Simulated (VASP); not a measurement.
# Ta2N (P-31m) in VASP: notebook

Runs on Ta2N. Level: LDA. Tasks: single point.

All numbers are computed with VASP 6.6.1; they aren't measurements. Logs are shortened: lines on timing, memory, paths and dates and some standing lists are left out, and cuts for length are marked.

## 1. The cell of the first run

It takes space group P-31m (No. 162, trigonal). The conventional cell has a = 5.300 Å, b = 5.300 Å, c = 4.752 Å, α = 90.00°, β = 90.00°, γ = 120.00°. Within 2.5 Å of Ta (site symmetry m) lie 3 N at 1.92 to 2.25 Å. Within 3.0 Å of N (site symmetry 32) lie 6 Ta at 2.25 Å. Within 2.5 Å of N (site symmetry -3m) lie 6 Ta at 1.92 Å.

## 2. Single point, LDA (c/a of the conventional cell at fixed volume 0.8966)

INCAR

```
  PREC = Accurate
  ENCUT = 520
  EDIFF = 1E-6
  ISMEAR = 0
  SIGMA = 0.15
  LREAL = False
  LASPH = True
  NELM = 100
  ALGO = Normal
  ISIF = 2
  LWAVE = False
  LCHARG = False
  NBANDS = 50
```

KPOINTS

```
Automatic mesh
0
Gamma
  9 9 8
```

POSCAR

```
Ta2N
1.0
    5.3004953848      0.0000000000      0.0000000000
   -2.6502476924      4.5903636559      0.0000000000
    0.0000000000      0.0000000000      4.7524241620
Ta N
6 3
Direct
    0.7147405334      0.7147405334      0.7526041962
    0.0000000000      0.2852594666      0.7526041962
    0.2852594666      0.0000000000      0.7526041962
    0.2852594666      0.2852594666      0.2473958038
    0.0000000000      0.7147405334      0.2473958038
    0.7147405334      0.0000000000      0.2473958038
    0.6666666667      0.3333333333      0.5000000000
    0.3333333333      0.6666666667      0.5000000000
    0.0000000000      0.0000000000      0.0000000000
```

Potentials or basis: VASP PAW LDA potentials, release 64 (Ta_pv, N).

Started as:

```console
cat potpaw_LDA.64/Ta_pv/POTCAR potpaw_LDA.64/N/POTCAR > POTCAR
mpirun -np 1 vasp_std > vasp.out
```

OUTCAR:

```text
PREC = Accurate
   ENCUT = 520
   EDIFF = 1E-6
   ISMEAR = 0
   LREAL = False
   LASPH = True
   NELM = 100
   ISIF = 2

 ion  position               nearest neighbor table
   1  0.715  0.715  0.753-   9 1.92   8 2.25   7 2.25   3 2.62   2 2.62   5 2.80   6 2.80   5 2.84
                             6 2.84   4 3.27   3 3.30   2 3.30   2 3.30   3 3.30   4 3.31
   2  0.000  0.285  0.753-   9 1.92   7 2.25   8 2.25   3 2.62   1 2.62   4 2.80   6 2.80   4 2.84
                             6 2.84   5 3.27   3 3.30   1 3.30   1 3.30   3 3.30   5 3.31
   3  0.285  0.000  0.753-   9 1.92   8 2.25   7 2.25   2 2.62   1 2.62   4 2.80   5 2.80   5 2.84
                             4 2.84   6 3.27   2 3.30   1 3.30   2 3.30   1 3.30   6 3.31
   4  0.285  0.285  0.247-   9 1.92   7 2.25   8 2.25   6 2.62   5 2.62   2 2.80   3 2.80   2 2.84
                             3 2.84   1 3.27   6 3.30   5 3.30   5 3.30   6 3.30   1 3.31
   5  0.000  0.715  0.247-   9 1.92   8 2.25   7 2.25   6 2.62   4 2.62   1 2.80   3 2.80   1 2.84
                             3 2.84   2 3.27   6 3.30   4 3.30   4 3.30   6 3.30   2 3.31
   6  0.715  0.000  0.247-   9 1.92   7 2.25   8 2.25   5 2.62   4 2.62   1 2.80   2 2.80   1 2.84
                             2 2.84   3 3.27   4 3.30   5 3.30   4 3.30   5 3.30   3 3.31
   7  0.667  0.333  0.500-   2 2.25   6 2.25   3 2.25   5 2.25   4 2.25   1 2.25
   8  0.333  0.667  0.500-   5 2.25   3 2.25   6 2.25   2 2.25   1 2.25   4 2.25
   9  0.000  0.000  0.000-   3 1.92   6 1.92   1 1.92   4 1.92   5 1.92   2 1.92

  LATTYP: Found a hexagonal cell.
 ALAT       =     5.3004953848
 C/A-ratio  =     0.8966000000

  Lattice vectors:

 A1 = (   5.3004953848,   0.0000000000,   0.0000000000)
 A2 = (  -2.6502476924,   4.5903636559,   0.0000000000)
 A3 = (   0.0000000000,   0.0000000000,   4.7524241620)

Analysis of symmetry for initial positions (statically):
=====================================================================
 Subroutine PRICEL returns:
 Original cell was already a primitive cell.

 Routine SETGRP: Setting up the symmetry group for a
 hexagonal supercell.

 Subroutine GETGRP returns: Found 12 space group operations
 (whereof 12 operations were pure point group operations)
 out of a pool of 24 trial point group operations.

The static configuration has the point symmetry D_3d.

Analysis of symmetry for dynamics (positions and initial velocities):
=====================================================================
 Subroutine PRICEL returns:
 Original cell was already a primitive cell.

 Routine SETGRP: Setting up the symmetry group for a
 hexagonal supercell.

 Subroutine GETGRP returns: Found 12 space group operations
 (whereof 12 operations were pure point group operations)
 out of a pool of 24 trial point group operations.

[... 121 lines left out ...]
   ISYM   =      2    0-nonsym 1-usesym 2-fastsym
   POTIM  = 0.5000    time-step for ionic-motion
   TEBEG  =    0.0;   TEEND  =   0.0 temperature during run
   PSTRESS=    0.0 pullay stress
   NELECT =      81.0000    total number of electrons
   NUPDOWN=      -1.0000    fix difference up-down
   EMIN   =  10.00;   EMAX   =-10.00  energy-range for DOS
   EFERMI =   0.00;   METHOD = LEGACY
   ISMEAR =     0;   SIGMA  =   0.15  broadening in eV -4-tet -1-fermi 0-gaus
   EFERMI_NEDOS =   21; number of points for ismear=-14 and -15
   IALGO  =     38    algorithm
   IMIX   =      4    mixing-type and parameters
     AMIX     =   0.40;   BMIX     =  1.00
     AMIX_MAG =   1.60;   BMIX_MAG =  1.00
  volume/ion in A,a.u.               =      12.85        86.70
  Fermi-wavevector in a.u.,A,eV,Ry     =   1.453930  2.747530 28.761537  2.113913
  Thomas-Fermi vector in A             =   2.571140
   LORBIT       =      0    0 simple, 1 ext, 2 COOP (PROOUT), +10 PAW based schemes
   GGA     = CA    functional components
   LHFCALC =     F    Hartree Fock is set to
   AEXX    =    0.0000 exact exchange contribution
   IVDW    =     0    specifies the selected vdW correction
   LEPSILON=     F    determine dielectric tensor
   LRPA    =     F    only Hartree local field effects (RPA)
 non-spin polarized calculation
 Gauss-broadening in eV      SIGMA  =   0.15
  energy-cutoff  :      520.00
  volume of cell :      115.63
 maximum number of plane-waves:      3156
   NGX = 19   NGY = 19   NGZ = 17

 number of electron      81.0000001 magnetization

 Free energy of the ion-electron system (eV)
  ---------------------------------------------------
  ext. energy  EPLUGINS =         0.00000000
  ---------------------------------------------------
  free energy    TOTEN  =      -107.88086557 eV

  energy without entropy =     -107.82843878  energy(sigma->0) =     -107.85465218

 E-fermi :   7.1511     XC(G=0): -13.2510

 val. band max:        7.1440594874   @ k =   0.4444   0.1111   0.5000
 cond. band min:       7.1525294548   @ k =  -0.1111   0.3333   0.1250
 fundamental gap:      0.0084699674
 Fermi energy:         7.1511000959

 k-point     1 :       0.0000    0.0000    0.0000
  band No.  band energies     occupation
      1     -28.7910      2.00000
      2     -27.8602      2.00000
      3     -27.6814      2.00000
      4     -27.5907      2.00000
      5     -27.5907      2.00000
      6     -27.3559      2.00000
[... 1261 lines left out ...]
     49      10.6468      0.00000
     50      10.8419      0.00000

 [... further k-points ...]
[... 5 lines left out ...]
  --------------------------------------------------------------------------------------
  -------------------------------------------------------------------------------------
  Total       19.8530735     19.8530735     21.9637129     -0.0000000      0.0000000      0.0000000
  in kB      275.0803608    275.0803608    304.3249724     -0.0000000      0.0000000      0.0000000
  external PRESSURE =     284.8285647 kB  Pullay stress =       0.0000000 kB

 VOLUME and BASIS-vectors are now :
 -----------------------------------------------------------------------------
  energy-cutoff  :      520.00
  volume of cell :      115.63
      direct lattice vectors                 reciprocal lattice vectors
     5.300495385  0.000000000  0.000000000     0.188661611  0.108923832  0.000000000
    -2.650247692  4.590363656  0.000000000     0.000000000  0.217847664  0.000000000
     0.000000000  0.000000000  4.752424162     0.000000000  0.000000000  0.210418929

 POSITION                                       TOTAL-FORCE (eV/Angst)
 -----------------------------------------------------------------------------------
      1.89424      3.28092      3.57669        -4.585703     -7.942671     -3.628710
     -0.75601      1.30944      3.57669        -4.585703      7.942671     -3.628710
      1.51202      0.00000      3.57669         9.171407     -0.000000     -3.628710
      0.75601      1.30944      1.17573         4.585703      7.942671      3.628710
     -1.89424      3.28092      1.17573         4.585703     -7.942671      3.628710
      3.78848      0.00000      1.17573        -9.171407     -0.000000      3.628710
      2.65025      1.53012      2.37621         0.000000     -0.000000     -0.000000
     -0.00000      3.06024      2.37621        -0.000000     -0.000000     -0.000000
      0.00000      0.00000      0.00000         0.000000     -0.000000     -0.000000
 -----------------------------------------------------------------------------------
    total drift:                                0.000000      0.000000     -0.000000

  FREE ENERGIE OF THE ION-ELECTRON SYSTEM (eV)
  ---------------------------------------------------
  free  energy   TOTEN  =      -107.8808655691 eV

  energy  without entropy=     -107.8284387839  energy(sigma->0) =     -107.85465218
```

OSZICAR:

```text
N       E                     dE             d eps       ncg     rms          rms(c)
DAV:   1     0.855045469727E+03    0.85505E+03   -0.44359E+04  8100   0.171E+03
DAV:   2    -0.558485578151E+02   -0.91089E+03   -0.87928E+03  8788   0.513E+02
DAV:   3    -0.117200658132E+03   -0.61352E+02   -0.59142E+02 10146   0.120E+02
DAV:   4    -0.118685939845E+03   -0.14853E+01   -0.14694E+01  9792   0.176E+01
DAV:   5    -0.118720945150E+03   -0.35005E-01   -0.34944E-01 10224   0.230E+00    0.600E+01
DAV:   6    -0.108723431414E+03    0.99975E+01   -0.57585E+01  9880   0.322E+01    0.287E+01
DAV:   7    -0.108094302107E+03    0.62913E+00   -0.54705E+00  9918   0.985E+00    0.128E+01
DAV:   8    -0.107886930423E+03    0.20737E+00   -0.82320E-01 10684   0.439E+00    0.230E+00
DAV:   9    -0.107883385005E+03    0.35454E-02   -0.68937E-02  9670   0.116E+00    0.488E-01
DAV:  10    -0.107881672202E+03    0.17128E-02   -0.24917E-02 10814   0.712E-01    0.255E-01
DAV:  11    -0.107880865797E+03    0.80641E-03   -0.45644E-03 10606   0.288E-01    0.929E-02
DAV:  12    -0.107880877113E+03   -0.11316E-04   -0.90588E-04 10072   0.120E-01    0.303E-02
DAV:  13    -0.107880866458E+03    0.10656E-04   -0.55891E-05 10040   0.366E-02    0.153E-02
DAV:  14    -0.107880865569E+03    0.88845E-06   -0.60232E-06  8304   0.106E-02
   1 F= -.10788087E+03 E0= -.10785465E+03  d E =-.524268E-01
```

Wall time 10 min (1 thread of Oxide Virtual Turin-like, shared host); peak memory 0.39 GiB.

What came out:

* Free energy: -107.8809 eV
* Pressure: 28.5 GPa
* Largest force: 9.863 eV/Å

Forces in eV/Å, atoms in the order of the input:
```
Ta  -4.586 -7.943 -3.629
Ta  -4.586  7.943 -3.629
Ta   9.171  0.000 -3.629
Ta   4.586  7.943  3.629
Ta   4.586 -7.943  3.629
Ta  -9.171  0.000  3.629
N    0.000  0.000  0.000
N    0.000  0.000  0.000
N    0.000  0.000  0.000
```

Levels at points of the mesh, in eV from the Fermi level:
```csv
k point,band 36,band 37,band 38,band 39,band 40,band 41,band 42,band 43,band 44,band 45
"(0.00, 0.00, 0.00)",-1.53,-1.53,-0.57,-0.30,-0.30,0.05,0.32,0.32,1.21,1.21
"(0.00, 0.00, 0.50)",-1.25,-1.25,-1.20,-1.17,-1.17,-0.57,-0.23,-0.23,1.74,1.74
```

Caveat: spin-orbit coupling is left out, which moves the levels of the heavy elements; forces of over 1 eV/Å act on the atoms, so gaps and moduli don't describe the material at rest.

## 3. Single point, LDA (c/a of the conventional cell at fixed volume 0.9340)

INCAR

```
PREC = Accurate
ENCUT = 520
EDIFF = 1E-6
ISMEAR = 0
SIGMA = 0.15
LREAL = False
LASPH = True
NELM = 60
ALGO = Normal
ISIF = 2
LWAVE = False
LCHARG = False
GGA = CA
NBANDS = 50
```

KPOINTS is that of step 2.

POSCAR

```
Ta2N
1.0
    5.2288597096      0.0000000000      0.0000000000
   -2.6144298548      4.5283253413      0.0000000000
    0.0000000000      0.0000000000      4.8835331142
Ta N
6 3
Direct
    0.6908347477      0.6908347477      0.7526041962
    0.0000000000      0.3091652523      0.7526041962
    0.3091652523      0.0000000000      0.7526041962
    0.3091652523      0.3091652523      0.2473958038
    0.0000000000      0.6908347477      0.2473958038
    0.6908347477      0.0000000000      0.2473958038
    0.6666666667      0.3333333333      0.5000000000
    0.3333333333      0.6666666667      0.5000000000
    0.0000000000      0.0000000000      0.0000000000
```

Potentials or basis: VASP PAW LDA potentials, release 64 (Ta_pv, N).

Started as:

```console
cat potpaw_LDA.64/Ta_pv/POTCAR potpaw_LDA.64/N/POTCAR > POTCAR
mpirun -np 1 vasp_std > vasp.out
```

OUTCAR:

```text
PREC = Accurate
   ENCUT = 520
   EDIFF = 1E-6
   ISMEAR = 0
   LREAL = False
   LASPH = True
   NELM = 60
   ISIF = 2
   GGA = CA

 ion  position               nearest neighbor table
   1  0.691  0.691  0.753-   9 2.02   7 2.19   8 2.19   2 2.80   3 2.80   6 2.91   5 2.91   6 2.95
                             5 2.95   4 3.13   3 3.13   2 3.13   2 3.13   3 3.13   4 3.17
   2  0.000  0.309  0.753-   9 2.02   7 2.19   8 2.19   1 2.80   3 2.80   6 2.91   4 2.91   6 2.95
                             4 2.95   5 3.13   3 3.13   1 3.13   1 3.13   3 3.13   5 3.17
   3  0.309  0.000  0.753-   9 2.02   8 2.19   7 2.19   2 2.80   1 2.80   4 2.91   5 2.91   5 2.95
                             4 2.95   6 3.13   2 3.13   1 3.13   1 3.13   2 3.13   6 3.17
   4  0.309  0.309  0.247-   9 2.02   8 2.19   7 2.19   5 2.80   6 2.80   3 2.91   2 2.91   3 2.95
                             2 2.95   1 3.13   6 3.13   5 3.13   5 3.13   6 3.13   1 3.17
   5  0.000  0.691  0.247-   9 2.02   8 2.19   7 2.19   4 2.80   6 2.80   3 2.91   1 2.91   3 2.95
                             1 2.95   2 3.13   6 3.13   4 3.13   4 3.13   6 3.13   2 3.17
   6  0.691  0.000  0.247-   9 2.02   7 2.19   8 2.19   5 2.80   4 2.80   1 2.91   2 2.91   1 2.95
                             2 2.95   3 3.13   5 3.13   4 3.13   4 3.13   5 3.13   3 3.17
   7  0.667  0.333  0.500-   6 2.19   2 2.19   5 2.19   3 2.19   1 2.19   4 2.19
   8  0.333  0.667  0.500-   3 2.19   5 2.19   2 2.19   6 2.19   4 2.19   1 2.19
[... 210 lines left out ...]
      2     -27.3953      2.00000
      3     -27.3711      2.00000
      4     -27.3632      2.00000
      5     -27.3632      2.00000
      6     -27.2489      2.00000
[... 1261 lines left out ...]
     49      10.7943      0.00000
     50      10.9692      0.00000

 [... further k-points ...]
[... 5 lines left out ...]
  --------------------------------------------------------------------------------------
  -------------------------------------------------------------------------------------
  Total        6.5006073      6.5006073      4.2665293     -0.0000000      0.0000000     -0.0000000
  in kB       90.0711621     90.0711621     59.1162079     -0.0000000      0.0000000     -0.0000000
  external PRESSURE =      79.7528440 kB  Pullay stress =       0.0000000 kB

 VOLUME and BASIS-vectors are now :
 -----------------------------------------------------------------------------
  energy-cutoff  :      520.00
  volume of cell :      115.63
      direct lattice vectors                 reciprocal lattice vectors
     5.228859710  0.000000000  0.000000000     0.191246286  0.110416095  0.000000000
    -2.614429855  4.528325341  0.000000000     0.000000000  0.220832190  0.000000000
     0.000000000  0.000000000  4.883533114     0.000000000  0.000000000  0.204769780

 POSITION                                       TOTAL-FORCE (eV/Angst)
 -----------------------------------------------------------------------------------
      1.80614      3.12832      3.67537        -1.955037     -3.386223     -1.496746
     -0.80829      1.40000      3.67537        -1.955037      3.386223     -1.496746
      1.61658      0.00000      3.67537         3.910073      0.000000     -1.496746
      0.80829      1.40000      1.20817         1.955037      3.386223      1.496746
     -1.80614      3.12832      1.20817         1.955037     -3.386223      1.496746
      3.61228      0.00000      1.20817        -3.910073      0.000000      1.496746
      2.61443      1.50944      2.44177        -0.000000      0.000000      0.000000
     -0.00000      3.01888      2.44177        -0.000000      0.000000     -0.000000
      0.00000      0.00000      0.00000        -0.000000      0.000000      0.000000
 -----------------------------------------------------------------------------------
    total drift:                                0.000000     -0.000000      0.000000

  FREE ENERGIE OF THE ION-ELECTRON SYSTEM (eV)
  ---------------------------------------------------
  free  energy   TOTEN  =      -112.7000277161 eV

  energy  without entropy=     -112.6540001684  energy(sigma->0) =     -112.67701394
```

It took 10 min on 1 thread of Oxide Virtual Turin-like, shared host; peak memory 0.39 GiB.

What came out:

```yaml
Free_energy: -112.7000 eV
Pressure: 8.0 GPa
Largest_force: 4.187 eV/Å
```

Forces in eV/Å, atoms in the order of the input:
```
Ta  -1.955 -3.386 -1.497
Ta  -1.955  3.386 -1.497
Ta   3.910  0.000 -1.497
Ta   1.955  3.386  1.497
Ta   1.955 -3.386  1.497
Ta  -3.910  0.000  1.497
N    0.000  0.000  0.000
N    0.000  0.000  0.000
N    0.000  0.000  0.000
```

Caveat: spin-orbit coupling is left out, which moves the levels of the heavy elements; forces of over 1 eV/Å act on the atoms, so gaps and moduli don't describe the material at rest.

## 4. Single point, LDA (c/a of the conventional cell at fixed volume 0.8779)

INCAR

```
SYSTEM = Ta2N
PREC = Accurate
ENCUT = 520
EDIFF = 1E-6
ISMEAR = 0
SIGMA = 0.15
LREAL = .False.
LASPH = .True.
NELM = 80
ALGO = Normal
ISIF = 2
LWAVE = .False.
LCHARG = .True.
LELF = .True.
LVHAR = .True.
NBANDS = 50
```

KPOINTS

```
Automatic mesh
0
Gamma
  9 9 8
  0 0 0
```

POSCAR

```
Ta2N
1.0
    5.3378662704      0.0000000000      0.0000000000
   -2.6689331352      4.6227277921      0.0000000000
    0.0000000000      0.0000000000      4.6861127988
Ta N
6 3
Direct
    0.6549760690      0.6549760690      0.7526041962
    0.0000000000      0.3450239310      0.7526041962
    0.3450239310      0.0000000000      0.7526041962
    0.3450239310      0.3450239310      0.2473958038
    0.0000000000      0.6549760690      0.2473958038
    0.6549760690      0.0000000000      0.2473958038
    0.6666666667      0.3333333333      0.5000000000
    0.3333333333      0.6666666667      0.5000000000
    0.0000000000      0.0000000000      0.0000000000
```

Started as:

```console
cat potpaw_LDA.64/Ta_pv/POTCAR potpaw_LDA.64/N/POTCAR > POTCAR
mpirun -np 1 vasp_std > vasp.out
```

Wall time 9 min (1 thread of Oxide Virtual Turin-like, shared host); peak memory 0.39 GiB.

It converged, with:

| Property | Result |
| --- | --- |
| Free energy | -113.5086 eV |
| Pressure | 3.3 GPa |
| Largest force | 1.689 eV/Å |

Forces in eV/Å, atoms in the order of the input:
```
Ta   0.785  1.359  0.626
Ta   0.785 -1.359  0.626
Ta  -1.569  0.000  0.626
Ta  -0.785 -1.359 -0.626
Ta  -0.785  1.359 -0.626
Ta   1.569  0.000 -0.626
N    0.000  0.000  0.000
N    0.000  0.000  0.000
N    0.000  0.000  0.000
```

Stress tensor (GPa, compression positive):
```
-2.86  0.00  0.00
 0.00 -2.86  0.00
 0.00  0.00 15.66
```

Levels at points of the mesh, in eV from the Fermi level:
| k point | band 38 | band 39 | band 40 | band 41 | band 42 | band 43 | band 44 | band 45 |
| --- | --- | --- | --- | --- | --- | --- | --- | --- |
| (0.00, 0.00, 0.00) | -0.69 | -0.69 | -0.54 | -0.31 | -0.31 | -0.04 | 0.20 | 0.20 |
| (0.00, 0.00, 0.50) | -1.65 | -1.50 | -1.50 | -0.45 | 0.61 | 0.61 | 0.81 | 1.45 |

Caveat: spin-orbit coupling is left out, which moves the levels of the heavy elements; forces of over 1 eV/Å act on the atoms, so gaps and moduli don't describe the material at rest.

[end of part 1 of 2]
